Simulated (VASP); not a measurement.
# Ag (R-3m) in VASP: a series of runs

Ag is run at these levels: PBEsol; tasks: single point, relaxation of the atoms.

Program: VASP 6.6.1. These are calculated values, not measurements. Logs are shortened: lines on timing, memory, paths and dates and some standing lists are left out, and cuts for length are marked.

### 1 The cell of the first run

Symmetry: R-3m, No. 166, trigonal system. The conventional cell has a = 2.985 Å, b = 2.985 Å, c = 21.898 Å, α = 90.00°, β = 90.00°, γ = 120.00°. Within 3.9 Å of Ag (site symmetry 3m) lie 12 Ag at 2.98 Å. Ag (site symmetry -3m) has 12 Ag at 2.98 Å within 3.9 Å.

### 2 Single point, PBEsol (18.77 Å³/atom)

File INCAR:

```
ALGO = Fast
EDIFF = 1E-6
ENCUT = 520
GGA = PS
ISIF = 2
ISMEAR = -1
LASPH = True
LCHARG = False
LREAL = False
LWAVE = False
NBANDS = 24
NELM = 80
PREC = Accurate
SIGMA = 0.05
```

File KPOINTS:

```
k-points
0
Gamma
  10 10 10
```

File POSCAR:

```
Ag
1.0
    1.4924315858      0.8616557778      7.2994588987
   -1.4924315858      0.8616557778      7.2994588987
    0.0000000000     -1.7233115556      7.2994588987
Ag
3
Direct
    0.2222810000      0.2222810000      0.2222810000
    0.7777190000      0.7777190000      0.7777190000
    0.0000000000      0.0000000000      0.0000000000
```

Potentials or basis: VASP PAW PBE potentials, release 64 (Ag).

Run with:

```console
cat potpaw_PBE.64/Ag/POTCAR > POTCAR
mpirun -np 1 vasp_std > vasp.out
```

OUTCAR:

```text
EDIFF = 1E-6
   ENCUT = 520
   GGA = PS
   ISIF = 2
   ISMEAR = -1
   LASPH = True
   LREAL = False
   NELM = 80
   PREC = Accurate

 ion  position               nearest neighbor table
   1  0.222  0.222  0.222-   3 2.98   3 2.98   3 2.98   2 2.98   2 2.98   2 2.98
   2  0.778  0.778  0.778-   3 2.98   3 2.98   3 2.98   1 2.98   1 2.98   1 2.98
   3  0.000  0.000  0.000-   2 2.98   1 2.98   2 2.98   2 2.98   1 2.98   1 2.98

  LATTYP: Found a trigonal (rhomboedric) cell.
 ALAT       =     7.5001268610
 COS(alpha) =     0.9208079399

  Lattice vectors:

 A1 = (   1.4924315858,   0.8616557778,   7.2994588987)
 A2 = (  -1.4924315858,   0.8616557778,   7.2994588987)
 A3 = (   0.0000000000,  -1.7233115556,   7.2994588987)

Analysis of symmetry for initial positions (statically):
=====================================================================
 Subroutine PRICEL returns:
 Original cell was already a primitive cell.

 Routine SETGRP: Setting up the symmetry group for a
 trigonal (rhombohedral) supercell.

 Subroutine GETGRP returns: Found 12 space group operations
 (whereof 12 operations were pure point group operations)
 out of a pool of 12 trial point group operations.

The static configuration has the point symmetry D_3d.

Analysis of symmetry for dynamics (positions and initial velocities):
=====================================================================
 Subroutine PRICEL returns:
 Original cell was already a primitive cell.

 Routine SETGRP: Setting up the symmetry group for a
 trigonal (rhombohedral) supercell.

 Subroutine GETGRP returns: Found 12 space group operations
 (whereof 12 operations were pure point group operations)
 out of a pool of 12 trial point group operations.

The dynamic configuration has the point symmetry D_3d.

 Subroutine INISYM returns: Found 12 space group operations
 (whereof 12 operations are pure point group operations),
 and found     1 'primitive' translations

----------------------------------------------------------------------------------------

                                     Primitive cell

  volume of cell :      56.3210

  direct lattice vectors                    reciprocal lattice vectors
     1.492431586  0.861655778  7.299458899     0.335023732  0.193426042  0.045665485
    -1.492431586  0.861655778  7.299458899    -0.335023732  0.193426042  0.045665485
     0.000000000 -1.723311556  7.299458899     0.000000000 -0.386852084  0.045665485
[... 78 lines left out ...]
   ISTART =      0    job   : 0-new  1-cont  2-samecut
   ICHARG =      2    charge: 1-file 2-atom 10-const
   ISPIN  =      1    spin polarized calculation?
   LNONCOLLINEAR =      F non collinear calculations
   LSORBIT =      F    spin-orbit coupling
   LASPH  =      T    aspherical Exc in radial PAW
   ENCUT  =  520.0 eV  38.22 Ry    6.18 a.u.  13.95 13.95 13.95*2*pi/ulx,y,z
   NELM   =     80;   NELMIN=  2; NELMDL= -5     # of ELM steps
   EDIFF  = 0.1E-05   stopping-criterion for ELM
   LREAL  =      F    real-space projection
   EDIFFG = 0.1E-04   stopping-criterion for IOM
   NSW    =      0    number of steps for IOM
   IBRION =     -1    ionic relax: 0-MD 1-quasi-New 2-CG
   NFREE  =      0    steps in history (QN), initial steepest desc. (CG)
   ISIF   =      2    stress and relaxation
   ISYM   =      2    0-nonsym 1-usesym 2-fastsym
   POTIM  = 0.5000    time-step for ionic-motion
   TEBEG  =    0.0;   TEEND  =   0.0 temperature during run
   PSTRESS=    0.0 pullay stress
   NELECT =      33.0000    total number of electrons
   NUPDOWN=      -1.0000    fix difference up-down
   EMIN   =  10.00;   EMAX   =-10.00  energy-range for DOS
   EFERMI =   0.00;   METHOD = LEGACY
   ISMEAR =    -1;   SIGMA  =   0.05  broadening in eV -4-tet -1-fermi 0-gaus
   EFERMI_NEDOS =   21; number of points for ismear=-14 and -15
   IALGO  =     68    algorithm
   IMIX   =      4    mixing-type and parameters
     AMIX     =   0.40;   BMIX     =  1.00
     AMIX_MAG =   1.60;   BMIX_MAG =  1.00
  volume/ion in A,a.u.               =      18.77       126.69
  Fermi-wavevector in a.u.,A,eV,Ry     =   1.369902  2.588739 25.533113  1.876631
  Thomas-Fermi vector in A             =   2.495736
   LORBIT       =      0    0 simple, 1 ext, 2 COOP (PROOUT), +10 PAW based schemes
   GGA     = PS    functional components
   LHFCALC =     F    Hartree Fock is set to
   AEXX    =    0.0000 exact exchange contribution
   IVDW    =     0    specifies the selected vdW correction
   LEPSILON=     F    determine dielectric tensor
   LRPA    =     F    only Hartree local field effects (RPA)
 non-spin polarized calculation
 RMM-DIIS sequential band-by-band and
  energy-cutoff  :      520.00
  volume of cell :       56.32
 maximum number of plane-waves:      1551
   NGX = 27   NGY = 27   NGZ = 27

 number of electron      33.0000002 magnetization

 Free energy of the ion-electron system (eV)
  ---------------------------------------------------
  ext. energy  EPLUGINS =         0.00000000
  ---------------------------------------------------
  free energy    TOTEN  =        -9.67730786 eV

  energy without entropy =       -9.66958265  energy(sigma->0) =       -9.67344525

 E-fermi :   6.8935     XC(G=0): -11.8449

 val. band max:        6.8836244647   @ k =  -0.2000  -0.3000   0.1000
 cond. band min:       6.9185077475   @ k =  -0.1000   0.3000   0.1000
 fundamental gap:      0.0348832828
 Fermi energy:         6.8934921849

 k-point     1 :       0.0000    0.0000    0.0000
  band No.  band energies     occupation
      1      -0.1800      2.00000
      2       1.2488      2.00000
      3       1.2537      2.00000
      4       2.5182      2.00000
      5       2.5182      2.00000
      6       2.5301      2.00000
[... 637 lines left out ...]
     23      18.4628      0.00000
     24      19.3105      0.00000

 [... further k-points ...]
[... 5 lines left out ...]
  --------------------------------------------------------------------------------------
  -------------------------------------------------------------------------------------
  Total       -3.3793003     -3.3793003     -3.5658794      0.0000000     -0.0000000      0.0000000
  in kB      -96.1318326    -96.1318326   -101.4394955      0.0000000     -0.0000000      0.0000000
  external PRESSURE =     -97.9010536 kB  Pullay stress =       0.0000000 kB

 VOLUME and BASIS-vectors are now :
 -----------------------------------------------------------------------------
  energy-cutoff  :      520.00
  volume of cell :       56.32
      direct lattice vectors                 reciprocal lattice vectors
     1.492431586  0.861655778  7.299458899     0.335023732  0.193426042  0.045665485
    -1.492431586  0.861655778  7.299458899    -0.335023732  0.193426042  0.045665485
     0.000000000 -1.723311556  7.299458899     0.000000000 -0.386852084  0.045665485

 POSITION                                       TOTAL-FORCE (eV/Angst)
 -----------------------------------------------------------------------------------
      0.00000      0.00000      4.86759         0.000000     -0.000000      0.002025
      0.00000      0.00000     17.03078         0.000000      0.000000     -0.002025
      0.00000      0.00000      0.00000         0.000000      0.000000      0.000000
 -----------------------------------------------------------------------------------
    total drift:                               -0.000000     -0.000000      0.000000

  FREE ENERGIE OF THE ION-ELECTRON SYSTEM (eV)
  ---------------------------------------------------
  free  energy   TOTEN  =        -9.6773078586 eV

  energy  without entropy=       -9.6695826491  energy(sigma->0) =       -9.67344525
```

OSZICAR:

```text
N       E                     dE             d eps       ncg     rms          rms(c)
DAV:   1     0.202897633583E+03    0.20290E+03   -0.16311E+04  5576   0.131E+03
DAV:   2    -0.719791595192E+01   -0.21010E+03   -0.19564E+03  5816   0.301E+02
DAV:   3    -0.105890494078E+02   -0.33911E+01   -0.33783E+01  6712   0.443E+01
DAV:   4    -0.106020270215E+02   -0.12978E-01   -0.12977E-01  6104   0.264E+00
DAV:   5    -0.106021616401E+02   -0.13462E-03   -0.13462E-03  6856   0.296E-01    0.764E+00
RMM:   6    -0.970089915358E+01    0.90126E+00   -0.26838E+00  5568   0.118E+01    0.469E+00
RMM:   7    -0.968636505261E+01    0.14534E-01   -0.48356E-02  5736   0.161E+00    0.289E+00
RMM:   8    -0.967738505025E+01    0.89800E-02   -0.27108E-03  5885   0.433E-01    0.264E-01
RMM:   9    -0.967729437495E+01    0.90675E-04   -0.47506E-04  6025   0.151E-01    0.489E-02
RMM:  10    -0.967730825151E+01   -0.13877E-04   -0.78905E-05  6127   0.555E-02    0.536E-02
RMM:  11    -0.967730734763E+01    0.90388E-06   -0.15364E-05  6143   0.288E-02    0.146E-02
RMM:  12    -0.967730785861E+01   -0.51098E-06   -0.32372E-06  4731   0.115E-02
   1 F= -.96773079E+01 E0= -.96734453E+01  d E =-.772521E-02
```

stdout:

```text
POSCAR found type information on POSCAR Ag
 POSCAR found :  1 types and       3 ions
 scaLAPACK will be used
 -----------------------------------------------------------------------------
|                                                                             |
|                                                                             |
|     You enforced a specific xc type in the INCAR file but a different       |
|     I HOPE YOU KNOW WHAT YOU ARE DOING!                                     |
|                                                                             |
 -----------------------------------------------------------------------------

 LDA part: xc-table for (Slater+PW92), standard interpolation
 POSCAR, INCAR and KPOINTS ok, starting setup
 FFT: planning ... GRIDC
 FFT: planning ... GRID_SOFT
 FFT: planning ... GRID
 WAVECAR not read
 entering main loop
```

Run time: 19 min. Hardware: 1 thread of Intel Xeon 8259CL, shared host; peak memory 0.47 GiB.

Results:

| Item | Value |
| --- | --- |
| Free energy | -9.6773 eV |
| Pressure | -9.8 GPa |
| Band gap on the k mesh | zero (an odd number of electrons rules out a gap without spin polarisation) |

Forces in eV/Å, atoms in the order of the input:
```
Ag   0.000  0.000  0.002
Ag   0.000  0.000 -0.002
Ag   0.000  0.000  0.000
```

Caveat: the cell stands under tension; the PAW data sets were made with another functional, which shifts forces and pressure a little.

### 3 Single point, PBEsol (19.13 Å³/atom)

This run uses another cell than the first one, of 19.13 Å³/atom.

File INCAR:

```
SYSTEM = Ag
PREC = Accurate
ENCUT = 520
EDIFF = 1E-6
ISMEAR = -1
SIGMA = 0.05
LREAL = .FALSE.
LASPH = .TRUE.
NELM = 100
ALGO = Fast
ISIF = 2
LWAVE = .FALSE.
LCHARG = .FALSE.
GGA = PS
NBANDS = 24
```

File KPOINTS:

```
regular mesh
0
G
  10 10 10
  0 0 0
```

File POSCAR:

```
Ag
1.0
    1.5019377757      0.8671441792      7.3459535211
   -1.5019377757      0.8671441792      7.3459535211
    0.0000000000     -1.7342883582      7.3459535211
Ag
3
Direct
    0.2222810000      0.2222810000      0.2222810000
    0.7777190000      0.7777190000      0.7777190000
    0.0000000000      0.0000000000      0.0000000000
```

Potentials or basis: VASP PAW PBE potentials, release 64 (Ag).

Run with:

```console
cat potpaw_PBE.64/Ag/POTCAR > POTCAR
mpirun -np 1 vasp_std > vasp.out
```

Run time: 19 min. Hardware: 1 thread of Intel Xeon 8259CL, shared host; peak memory 0.48 GiB.

Results (log left out):

- Free energy: -9.6080 eV
- Pressure: -10.8 GPa
- Band gap on the k mesh: zero (an odd number of electrons rules out a gap without spin polarisation)

Forces on the atoms (eV/Å):
```
Ag   0.000  0.000  0.002
Ag   0.000  0.000 -0.002
Ag   0.000  0.000  0.000
```

Stress tensor (GPa, compression positive):
```
-10.60   0.00   0.00
  0.00 -10.60   0.00
  0.00   0.00 -11.14
```

Levels at points of the mesh, in eV from the Fermi level:
```tsv
k point	band 14	band 15	band 16	band 17	band 18	band 19	band 20	band 21
(0.00, 0.00, 0.00)	-3.10	-3.00	-3.00	-2.91	-2.91	7.32	7.34	15.23
(0.50, 0.00, 0.00)	-2.72	-2.71	0.10	1.19	1.30	4.37	4.67	5.72
(0.50, 0.50, 0.00)	-2.71	-2.68	0.46	0.58	1.41	3.57	5.54	7.51
(0.50, 0.50, 0.50)	-3.36	-3.36	-2.87	-2.87	-0.07	3.08	13.39	13.43
```

Caveat: the cell stands under tension; the PAW data sets were made with another functional, which shifts forces and pressure a little.

### 4 Relaxation of the atoms, PBEsol

This run uses another cell than the first one, of 18.41 Å³/atom.

File INCAR:

```
ALGO = Fast ; EDIFF = 1E-6
EDIFFG = -0.01 ; ENCUT = 520
GGA = PS ; IBRION = 2
ISIF = 2 ; ISMEAR = -1
LASPH = True ; LCHARG = False
LREAL = False ; LWAVE = False
NELM = 80 ; NSW = 60
PREC = Accurate ; SIGMA = 0.05
```

File KPOINTS:

```
k-points
0
Gamma
  9 9 9
```

File POSCAR:

```
Ag
1.0
    1.4730471633      0.8504641763      7.3487430000
   -1.4730471633      0.8504641763      7.3487430000
    0.0000000000     -1.7009283525      7.3487430000
Ag
3
Direct
    0.2222810000      0.2222810000      0.2222810000
    0.7777190000      0.7777190000      0.7777190000
    0.0000000000      0.0000000000      0.0000000000
```

Run with:

```console
cat potpaw_PBE.64/Ag/POTCAR > POTCAR
mpirun -np 1 vasp_std > vasp.out
```

Run time: 6.7 min. Hardware: 1 thread of Intel Xeon Platinum 8259CL at 2.50GHz (Skylake/Cascade Lake), shared host; peak memory 0.43 GiB.

It converged, with:

```yaml
Free_energy: -9.7888 eV
Pressure_after_relaxing: -9.1 GPa
Band_gap_on_the_k_mesh: zero (an odd number of electrons rules out a gap without spin polarisation)
```

Forces on the atoms (eV/Å):
```
Ag   0.000  0.000  0.002
Ag   0.000  0.000 -0.002
Ag   0.000  0.000  0.000
```

Stress tensor (GPa, compression positive):
```
-9.09  0.00  0.00
 0.00 -9.09  0.00
 0.00  0.00 -9.17
```

Final structure:
```
Ag
1.0
     1.47305    0.85046    7.34874
    -1.47305    0.85046    7.34874
     0.00000   -1.70093    7.34874
Ag
3
Cartesian
  0.0000 0.0000 4.9005
  0.0000 0.0000 17.1458
  0.0000 0.0000 0.0000
```

Levels at points of the mesh, in eV from the Fermi level:
| k point | band 13 | band 14 | band 15 | band 16 | band 17 | band 18 | band 19 | band 20 |
| --- | --- | --- | --- | --- | --- | --- | --- | --- |
| (0.00, 0.00, 0.00) | -3.24 | -3.24 | -3.20 | -3.20 | -3.15 | -3.15 | 7.09 | 7.11 |

Caveat: the relaxation stopped at its first step, so nothing moved; the PAW data sets were made with another functional, which shifts forces and pressure a little.

### 5 Single point, PBEsol

This run uses another cell than the first one, of 17.33 Å³/atom.

File INCAR:

```
  PREC = Accurate
  ENCUT = 520
  EDIFF = 1E-6
  ISMEAR = -1
  SIGMA = 0.05
  LREAL = False
  LASPH = True
  NELM = 80
  ALGO = Normal
  ISIF = 2
  LWAVE = False
  LCHARG = True
  GGA = PS
  LELF = True
  LVHAR = True
  NBANDS = 24
```

File KPOINTS:

```
regular mesh
0
Gamma
  9 9 9
```

File POSCAR:

```
Ag
1.0
    1.4730471633      0.8504641763      6.9164640000
   -1.4730471633      0.8504641763      6.9164640000
    0.0000000000     -1.7009283525      6.9164640000
Ag
3
Direct
    0.2223736286      0.2223736286      0.2223736286
    0.7776263714      0.7776263714      0.7776263714
    0.0000000000      0.0000000000      0.0000000000
```

Run with:

```console
cat potpaw_PBE.64/Ag/POTCAR > POTCAR
mpirun -np 1 vasp_std > vasp.out
```

Wall time 8.3 min (1 thread of Intel Xeon Platinum 8488C (Sapphire Rapids), shared host); peak memory 0.41 GiB.

Results (log left out):

- Free energy: -9.8889 eV
- Pressure: -4.2 GPa
- Largest force: 0.008 eV/Å
- Band gap on the k mesh: zero (an odd number of electrons rules out a gap without spin polarisation)

Forces on the atoms (eV/Å):
```
Ag   0.000  0.000 -0.008
Ag   0.000  0.000  0.008
Ag   0.000  0.000  0.000
```

Stress tensor (GPa, compression positive):
```
-6.22  0.00  0.00
 0.00 -6.22  0.00
 0.00  0.00 -0.15
```

Levels at points of the mesh, in eV from the Fermi level:
| k point | band 14 | band 15 | band 16 | band 17 | band 18 | band 19 | band 20 | band 21 |
| --- | --- | --- | --- | --- | --- | --- | --- | --- |
| (0.00, 0.00, 0.00) | -3.49 | -3.33 | -3.32 | -3.32 | -3.32 | 8.40 | 8.45 | 14.94 |

Caveat: the stress differs along the axes, from -6 to -0 GPa; the PAW data sets were made with another functional, which shifts forces and pressure a little.

### 6 Overview

| task | cell | k mesh | gap on the mesh (eV) | pressure (GPa) |
| --- | --- | --- | --- | --- |
| single point | a = 7.500 Å, angles 23.0°, 3 atoms, atomic positions A | 10 × 10 × 10 | none | -9.8 |
| single point | a = 7.548 Å, angles 23.0°, 3 atoms, atomic positions A | 10 × 10 × 10 | none | -10.8 |
| relaxation of the atoms | atoms relaxed from a = 7.543 Å, angles 22.5°, 3 atoms, atomic positions A | 9 × 9 × 9 | none | -9.1 |
| single point | a = 7.123 Å, angles 23.9°, 3 atoms, atomic positions B | 9 × 9 × 9 | none | -4.2 |

Alike in all rows: level PBEsol; potentials or basis VASP PAW PBE potentials, release 64 (Ag); no spin polarisation; cutoff (eV) 520; smearing fermi-dirac 0.05 eV.

Caveats: the PAW data sets were made with another functional, which shifts forces and pressure a little; the cell stands under tension (at least some runs); the relaxation stopped at its first step, so nothing moved (at least some runs); the stress differs along the axes, from -6 to -0 GPa (at least some runs).

Absolute energies hang on the potentials; compare differences alone.

The gap in the log of VASP goes by the Fermi energy; the results here count the filled bands.